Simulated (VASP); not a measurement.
# Pb in VASP: a series of runs

Pb is run at these levels: PBE; tasks: single point.

Program: VASP 6.6.1. These are calculated values, not measurements. Logs are shortened: lines on timing, memory, paths and dates and some standing lists are left out, and cuts for length are marked.

## (1) The cell of the first run

The cell holds a slab with vacuum, 16 atoms: a = 7.000 Å, b = 7.000 Å, c = 18.425 Å, α = 90.00°, β = 90.00°, γ = 90.00°.

## (2) Single point, PBE

File INCAR:

```
SYSTEM = Pb
PREC = Accurate ; ENCUT = 520
EDIFF = 1E-7 ; ISMEAR = -1
SIGMA = 0.15 ; LREAL = Auto
LASPH = .True. ; NELM = 80
ALGO = Normal ; ISIF = 2
LWAVE = .False. ; LCHARG = .False.
GGA = PE ; NBANDS = 126
```

File KPOINTS:

```
regular mesh
0
Gamma
  2 2 1
  0 0 0
```

File POSCAR:

```
Pb
1.0
    7.0003570000      0.0000000000      0.0000000000
    0.0000000000      7.0003570000      0.0000000000
    0.0000000000      0.0000000000     18.4250000000
Pb
16
Direct
    0.2500015356      0.2500015356      0.0542740841
    0.7500046069      0.2500015356      0.0542740841
    0.2500015356      0.7500046069      0.0542740841
    0.7500046069      0.7500046069      0.0542740841
    0.0196561404     -0.0318269483      0.1760922659
    0.5269016994     -0.0229274021      0.1702523745
   -0.0017999082      0.4424202937      0.1808521031
    0.4983745829      0.4653048409      0.1688249661
    0.7385623333      0.7899025721      0.3058778833
    0.9405663168      0.1910045445      0.3170691995
    0.4661619400      1.2385368346      0.3227191316
    1.1997959533      0.7840600129      0.3334274084
    0.3886087524      0.5250303663      0.4538887381
    1.0433753593     -0.0416264485      0.4771451832
    0.5360440903      0.9926065199      0.4612157395
    0.8475139196      0.5094883018      0.4491668928
```

Potentials or basis: VASP PAW PBE potentials, release 64 (Pb_d).

Run with:

```bash
cat potpaw_PBE.64/Pb_d/POTCAR > POTCAR
mpirun -np 1 vasp_std > vasp.out
```

OUTCAR:

```text
SYSTEM = Pb
   PREC = Accurate
   ENCUT = 520
   EDIFF = 1E-7
   ISMEAR = -1
   LREAL = Auto
   LASPH = .True.
   NELM = 80
   ISIF = 2
   GGA = PE

 ion  position               nearest neighbor table
   1  0.250  0.250  0.054-   8 3.12   7 3.22   5 3.40   6 3.46   2 3.50   3 3.50   2 3.50   3 3.50

   2  0.750  0.250  0.054-   8 3.14   7 3.21   6 3.26   4 3.50   1 3.50   4 3.50   1 3.50   5 3.53

   3  0.250  0.750  0.054-   5 3.16   6 3.29   8 3.38   4 3.50   1 3.50   4 3.50   1 3.50   7 3.63

   4  0.750  0.750  0.054-   6 3.09   5 3.31   8 3.40   3 3.50   2 3.50   2 3.50   3 3.50   7 3.62

   5  0.020  0.968  0.176-  10 3.08   3 3.16   4 3.31   7 3.32   9 3.34   1 3.40  12 3.41   6 3.45
                             2 3.53   6 3.55   7 3.68
   6  0.527  0.977  0.170-   4 3.09   9 3.19   2 3.26   3 3.29  11 3.38   8 3.42   5 3.45   1 3.46
                             5 3.55   8 3.59  12 4.01
   7  0.998  0.442  0.181-  10 3.09   2 3.21   1 3.22   5 3.32   8 3.51   8 3.51   4 3.62   3 3.63
                             5 3.68   9 3.81  12 3.95
   8  0.498  0.465  0.169-   1 3.12   2 3.14  11 3.26   3 3.38   4 3.40   6 3.42   7 3.51   7 3.51
                             6 3.59   9 3.79
   9  0.739  0.790  0.306-  10 3.15   6 3.19  12 3.27   5 3.34  16 3.38  15 3.50  11 3.69   8 3.79
                            12 3.81   7 3.81  14 3.99  13 4.11
  10  0.941  0.191  0.317-   5 3.08   7 3.09   9 3.15  11 3.34  16 3.36  12 3.39  14 3.45  11 3.70
                            15 4.12
  11  0.466  0.239  0.323-  15 3.12  13 3.19   8 3.26  10 3.34   6 3.38   9 3.69  12 3.69  10 3.70
                            16 4.02
  12  0.200  0.784  0.333-  14 3.11  13 3.16   9 3.27  10 3.39   5 3.41  15 3.64  11 3.69  16 3.78
                             9 3.81   7 3.95   6 4.01
  13  0.389  0.525  0.454-  12 3.16  11 3.19  16 3.22  15 3.43  16 3.79  15 3.87  14 3.90   9 4.11

  14  0.043  0.958  0.477-  12 3.11  10 3.45  16 3.47  15 3.47  15 3.57  13 3.90   9 3.99  16 4.13

  15  0.536  0.993  0.461-  11 3.12  13 3.43  14 3.47   9 3.50  14 3.57  12 3.64  13 3.87  16 4.03
                            10 4.12
  16  0.848  0.509  0.449-  13 3.22  10 3.36   9 3.38  14 3.47  12 3.78  13 3.79  11 4.02  15 4.03
                            14 4.13

  LATTYP: Found a simple tetragonal cell.
 ALAT       =     7.0003570000
 C/A-ratio  =     2.6320086247

  Lattice vectors:

 A1 = (   7.0003570000,   0.0000000000,   0.0000000000)
 A2 = (   0.0000000000,   7.0003570000,   0.0000000000)
 A3 = (   0.0000000000,   0.0000000000,  18.4250000000)

Analysis of symmetry for initial positions (statically):
=====================================================================
 Subroutine PRICEL returns:
 Original cell was already a primitive cell.

 Routine SETGRP: Setting up the symmetry group for a
 simple tetragonal supercell.

 Subroutine GETGRP returns: Found  1 space group operations
 (whereof  1 operations were pure point group operations)
 out of a pool of 16 trial point group operations.

The static configuration has the point symmetry C_1 .

Analysis of symmetry for dynamics (positions and initial velocities):
=====================================================================
 Subroutine PRICEL returns:
 Original cell was already a primitive cell.

 Routine SETGRP: Setting up the symmetry group for a
 simple tetragonal supercell.

 Subroutine GETGRP returns: Found  1 space group operations
 (whereof  1 operations were pure point group operations)
 out of a pool of 16 trial point group operations.

The dynamic configuration has the point symmetry C_1 .

 Subroutine INISYM returns: Found  1 space group operations
 (whereof  1 operations are pure point group operations),
 and found     1 'primitive' translations

----------------------------------------------------------------------------------------

                                     Primitive cell

  volume of cell :     902.9171

  direct lattice vectors                    reciprocal lattice vectors
     7.000357000  0.000000000  0.000000000     0.142849858  0.000000000  0.000000000
     0.000000000  7.000357000  0.000000000     0.000000000  0.142849858  0.000000000
     0.000000000  0.000000000 18.425000000     0.000000000  0.000000000  0.054274084

  length of vectors
     7.000357000  7.000357000 18.425000000     0.142849858  0.142849858  0.054274084

  position of ions in fractional coordinates (direct lattice)
     0.250001536  0.250001536  0.054274084
     0.750004607  0.250001536  0.054274084
     0.250001536  0.750004607  0.054274084
     0.750004607  0.750004607  0.054274084
     0.019656140  0.968173052  0.176092266
     0.526901699  0.977072598  0.170252375
[... 8 lines left out ...]
     0.536044090  0.992606520  0.461215739
     0.847513920  0.509488302  0.449166893

  ion indices of the primitive-cell ions
   primitive index   ion index
                 1           1
                 2           2
                 3           3
                 4           4
                 5           5
                 6           6
[... 8 lines left out ...]
                15          15
                16          16

----------------------------------------------------------------------------------------

 KPOINTS: regular mesh

Automatic generation of k-mesh.
 Grid dimensions read from file:
 generate k-points for:    2    2    1

 Generating k-lattice:

  Cartesian coordinates                     Fractional coordinates (reciprocal lattice)
     0.071424929  0.000000000  0.000000000     0.500000000  0.000000000  0.000000000
     0.000000000  0.071424929  0.000000000     0.000000000  0.500000000  0.000000000
     0.000000000  0.000000000  0.054274084     0.000000000  0.000000000  1.000000000

  Length of vectors
     0.071424929  0.071424929  0.054274084

  Shift w.r.t. Gamma in fractional coordinates (k-lattice)
     0.000000000  0.000000000  0.000000000

 Subroutine IBZKPT returns following result:
 ===========================================

 Found      4 irreducible k-points:

 Following reciprocal coordinates:
            Coordinates               Weight
  0.000000  0.000000  0.000000      1.000000
  0.500000  0.000000  0.000000      1.000000
  0.000000  0.500000  0.000000      1.000000
  0.500000  0.500000  0.000000      1.000000
   k-points           NKPTS =      4   k-points in BZ     NKDIM =      4   number of bands    NBANDS=    126
   number of dos      NEDOS =    301   number of ions     NIONS =     16
   total plane-waves  NPLWV = 408240
   dimension x,y,z NGX =    54 NGY =   54 NGZ =  140
   dimension x,y,z NGXF=   108 NGYF=  108 NGZF=  280
   ions per type =              16
   NGX,Y,Z   is equivalent  to a cutoff of  12.82, 12.82, 12.63 a.u.
   NGXF,Y,Z  is equivalent  to a cutoff of  25.65, 25.65, 25.26 a.u.
 SYSTEM =  Pb
   PREC   = accura    normal or accurate (medium, high low for compatibility)
   ISTART =      0    job   : 0-new  1-cont  2-samecut
   ICHARG =      2    charge: 1-file 2-atom 10-const
   ISPIN  =      1    spin polarized calculation?
   LNONCOLLINEAR =      F non collinear calculations
   LSORBIT =      F    spin-orbit coupling
   LASPH  =      T    aspherical Exc in radial PAW
   ENCUT  =  520.0 eV  38.22 Ry    6.18 a.u.  13.02 13.02 34.26*2*pi/ulx,y,z
   NELM   =     80;   NELMIN=  2; NELMDL= -5     # of ELM steps
   EDIFF  = 0.1E-06   stopping-criterion for ELM
   LREAL  =      T    real-space projection
   EDIFFG = 0.1E-05   stopping-criterion for IOM
   NSW    =      0    number of steps for IOM
   IBRION =     -1    ionic relax: 0-MD 1-quasi-New 2-CG
   NFREE  =      0    steps in history (QN), initial steepest desc. (CG)
   ISIF   =      2    stress and relaxation
   ISYM   =      2    0-nonsym 1-usesym 2-fastsym
   POTIM  = 0.5000    time-step for ionic-motion
   TEBEG  =    0.0;   TEEND  =   0.0 temperature during run
   PSTRESS=    0.0 pullay stress
   NELECT =     224.0000    total number of electrons
   NUPDOWN=      -1.0000    fix difference up-down
   EMIN   =  10.00;   EMAX   =-10.00  energy-range for DOS
   EFERMI =   0.00;   METHOD = LEGACY
   ISMEAR =    -1;   SIGMA  =   0.15  broadening in eV -4-tet -1-fermi 0-gaus
   EFERMI_NEDOS =   21; number of points for ismear=-14 and -15
   IALGO  =     38    algorithm
   IMIX   =      4    mixing-type and parameters
     AMIX     =   0.40;   BMIX     =  1.00
     AMIX_MAG =   1.60;   BMIX_MAG =  1.00
  volume/ion in A,a.u.               =      56.43       380.82
  Fermi-wavevector in a.u.,A,eV,Ry     =   1.028667  1.943899 14.397088  1.058156
  Thomas-Fermi vector in A             =   2.162675
   LORBIT       =      0    0 simple, 1 ext, 2 COOP (PROOUT), +10 PAW based schemes
   GGA     = PE    functional components
   LHFCALC =     F    Hartree Fock is set to
   AEXX    =    0.0000 exact exchange contribution
   IVDW    =     0    specifies the selected vdW correction
   LEPSILON=     F    determine dielectric tensor
   LRPA    =     F    only Hartree local field effects (RPA)
 non-spin polarized calculation
  energy-cutoff  :      520.00
  volume of cell :      902.92
 maximum number of plane-waves:     24348
 NGX is ok and might be reduce to    54
   NGX = 27   NGY = 27   NGZ = 69

 number of electron     223.9999992 magnetization

 Free energy of the ion-electron system (eV)
  ---------------------------------------------------
  ext. energy  EPLUGINS =         0.00000000
  ---------------------------------------------------
  free energy    TOTEN  =       -53.91161018 eV

  energy without entropy =      -53.25601347  energy(sigma->0) =      -53.58381183

 E-fermi :   2.0757     XC(G=0):  -6.3214

 val. band max:        2.0573061874   @ k =   0.5000   0.0000   0.0000
 cond. band min:       2.1469191073   @ k =   0.5000   0.5000   0.0000
 fundamental gap:      0.0896129198
 Fermi energy:         2.0756843930

 k-point     1 :       0.0000    0.0000    0.0000
  band No.  band energies     occupation
      1     -15.1795      2.00000
      2     -15.1544      2.00000
      3     -15.1314      2.00000
      4     -15.1095      2.00000
      5     -15.0942      2.00000
      6     -15.0876      2.00000
[... 116 lines left out ...]
    123       4.5829      0.00000
    124       4.7077      0.00000

 k-point     2 :       0.5000    0.0000    0.0000
  band No.  band energies     occupation
      1     -15.1731      2.00000
      2     -15.1472      2.00000
      3     -15.1044      2.00000
      4     -15.0859      2.00000
      5     -15.0814      2.00000
      6     -15.0719      2.00000
[... 116 lines left out ...]
    123       3.9528      0.00001
    124       4.1139      0.00000

 k-point     3 :       0.0000    0.5000    0.0000
  band No.  band energies     occupation
      1     -15.1764      2.00000
      2     -15.1447      2.00000
      3     -15.1209      2.00000
      4     -15.1106      2.00000
      5     -15.0828      2.00000
      6     -15.0754      2.00000
[... 116 lines left out ...]
    123       4.1893      0.00000
    124       4.2080      0.00000

 k-point     4 :       0.5000    0.5000    0.0000
  band No.  band energies     occupation
      1     -15.1706      2.00000
      2     -15.1399      2.00000
      3     -15.1040      2.00000
      4     -15.0980      2.00000
      5     -15.0776      2.00000
      6     -15.0667      2.00000
[... 116 lines left out ...]
    123       3.7755      0.00002
    124       3.8866      0.00001
 [bands above 124 left out]

------------------------ aborting loop because EDIFF is reached ----------------------------------------

  FORCE on cell =-STRESS in cart. coord.  units (eV):
  Direction    XX          YY          ZZ          XY          YZ          ZX
  --------------------------------------------------------------------------------------
  -------------------------------------------------------------------------------------
  Total        3.3321693      2.3670689      8.0022131     -1.2749335      1.3056200     -1.5407310
  in kB        5.9127534      4.2002352     14.1994925     -2.2623002      2.3167518     -2.7339434
  external PRESSURE =       8.1041603 kB  Pullay stress =       0.0000000 kB

 VOLUME and BASIS-vectors are now :
 -----------------------------------------------------------------------------
  energy-cutoff  :      520.00
  volume of cell :      902.92
      direct lattice vectors                 reciprocal lattice vectors
     7.000357000  0.000000000  0.000000000     0.142849858  0.000000000  0.000000000
     0.000000000  7.000357000  0.000000000     0.000000000  0.142849858  0.000000000
     0.000000000  0.000000000 18.425000000     0.000000000  0.000000000  0.054274084

 POSITION                                       TOTAL-FORCE (eV/Angst)
 -----------------------------------------------------------------------------------
      1.75010      1.75010      1.00000        -0.053687     -0.312603     -0.320604
      5.25030      1.75010      1.00000         0.213657     -0.214775     -0.257225
      1.75010      5.25030      1.00000         0.107198     -0.208174     -0.177049
      5.25030      5.25030      1.00000         0.262996     -0.365150     -0.361903
      0.13760      6.77756      3.24450         0.173480     -0.214053     -0.770382
      3.68850      6.83986      3.13690        -0.698340      0.191635     -0.096442
[... 8 lines left out ...]
      3.75250      6.94860      8.49790         0.165010     -0.403792     -0.020058
      5.93290      3.56660      8.27590         0.287448      0.127468     -0.195528
 -----------------------------------------------------------------------------------
    total drift:                                0.009218     -0.007277      0.021791

  FREE ENERGIE OF THE ION-ELECTRON SYSTEM (eV)
  ---------------------------------------------------
  free  energy   TOTEN  =       -53.9116101843 eV

  energy  without entropy=      -53.2560134661  energy(sigma->0) =      -53.58381183
```

Run time: 15 min. Hardware: 1 thread of Intel Xeon Platinum 8124M at 3.00GHz (Skylake/Cascade Lake), shared host; peak memory 0.9 GiB.

Results:

* Free energy: -53.9116 eV
* Largest force: 1.459 eV/Å
* Band gap on the k mesh: zero (bands 112 and 113 overlap by 0.33 eV)

Forces on the atoms (eV/Å):
```
Pb  -0.054 -0.313 -0.321
Pb   0.214 -0.215 -0.257
Pb   0.107 -0.208 -0.177
Pb   0.263 -0.365 -0.362
Pb   0.173 -0.214 -0.770
Pb  -0.698  0.192 -0.096
Pb   0.137  0.880 -0.426
Pb   0.036  0.585  0.297
Pb  -0.542 -0.742  0.907
Pb   0.029  0.598  1.330
Pb  -0.287  0.106  0.008
Pb   0.680 -0.181 -0.303
Pb  -0.263  0.115  0.304
Pb  -0.248  0.039  0.082
Pb   0.165 -0.404 -0.020
Pb   0.287  0.127 -0.196
```

Caveat: the k points lie up to 0.45 Å⁻¹ apart; there is no dipole correction, which matters where the two faces differ; spin-orbit coupling is left out, which moves the levels of the heavy elements.

## (3) Single point, PBE

File INCAR:

```
SYSTEM = Pb
ALGO     = Normal         ! electronic algorithm
EDIFF    = 1E-6           ! SCF threshold, eV
ENCUT    = 520            ! plane-wave cutoff, eV
GGA      = PE             ! functional
ISIF     = 2              ! what is computed and relaxed
ISMEAR   = -1             ! smearing method
LASPH    = .True.         ! aspherical terms in the spheres
LCHARG   = .True.         ! write CHGCAR
LELF     = .True.         ! ELF
LREAL    = Auto         
LVHAR    = .True.       
LWAVE    = .False.        ! write WAVECAR
NBANDS   = 126            ! bands
NELM     = 60             ! most SCF steps
PREC     = Accurate       ! precision mode
SIGMA    = 0.15           ! smearing width, eV
```

File KPOINTS:

```
k-points
0
Gamma
  2 2 1
  0 0 0
```

File POSCAR:

```
Pb
1.0
    7.0003570000      0.0000000000      0.0000000000
    0.0000000000      7.0003570000      0.0000000000
    0.0000000000      0.0000000000     18.4250000000
Pb
16
Direct
    0.2500015356      0.2500015356      0.0542740841
    0.7500046069      0.2500015356      0.0542740841
    0.2500015356      0.7500046069      0.0542740841
    0.7500046069      0.7500046069      0.0542740841
    0.0024141626      0.0292127959      0.1807218453
    0.5183307080     -0.0036712413      0.1820244233
   -0.0585255866      0.5303158110      0.1816119403
    0.4692046420      0.4845895716      0.1833161465
    0.5758420606      0.6485669231      0.3766567164
    0.7774032096      0.0927809825      0.3868059701
    0.2659864347      1.0742880685      0.4029090909
    1.0920014508      0.5378011436      0.4180244233
    0.0640824461      0.2992133115      0.5687544098
    0.8495852426     -0.1694199310      0.5341981004
    0.4229641431      0.8202153119      0.5327055631
    0.5190878122      0.3091699466      0.5020081411
```

Potentials or basis: VASP PAW PBE potentials, release 64 (Pb_d).

Run with:

```bash
cat potpaw_PBE.64/Pb_d/POTCAR > POTCAR
mpirun -np 1 vasp_std > vasp.out
```

Wall time 27 min (1 thread of AMD EPYC 7R13, shared host); peak memory 0.9 GiB.

The run converged. Its results:

```yaml
Free_energy: -54.0279 eV
Largest_force: 0.980 eV/Å
Band_gap_on_the_k_mesh: zero (bands 112 and 113 overlap by 0.47 eV)
```

Forces on the atoms (eV/Å):
```
Pb  -0.066  0.009  0.234
Pb  -0.158  0.057  0.164
Pb  -0.094  0.114  0.435
Pb  -0.170  0.154  0.008
Pb   0.193 -0.083 -0.139
Pb  -0.051 -0.116 -0.182
Pb   0.374 -0.127  0.110
Pb  -0.043  0.014 -0.213
Pb   0.127  0.010  0.152
Pb   0.160 -0.133  0.169
Pb  -0.583 -0.279 -0.305
Pb   0.006  0.163  0.109
Pb  -0.065 -0.266 -0.627
Pb   0.862  0.008 -0.466
Pb  -0.884 -0.220  0.035
Pb   0.390  0.693  0.516
```

Levels at points of the mesh, in eV from the Fermi level:
```
           k point  band 109  band 110  band 111  band 112  band 113  band 114  band 115  band 116
(0.00, 0.00, 0.00)     -1.38     -0.98     -0.19      0.33      0.50      0.67      0.76      1.12
(0.50, 0.00, 0.00)     -0.92     -0.77     -0.53     -0.21      0.78      1.06      1.16      1.25
(0.00, 0.50, 0.00)     -1.01     -0.89     -0.55     -0.40      0.85      1.03      1.19      1.28
(0.50, 0.50, 0.00)     -0.35     -0.30     -0.20     -0.18     -0.14      0.00      0.04      0.09
```

Caveat: the k points lie up to 0.45 Å⁻¹ apart; there is no dipole correction, which matters where the two faces differ; spin-orbit coupling is left out, which moves the levels of the heavy elements.

The gap in the log of VASP goes by the Fermi energy; the results here count the filled bands.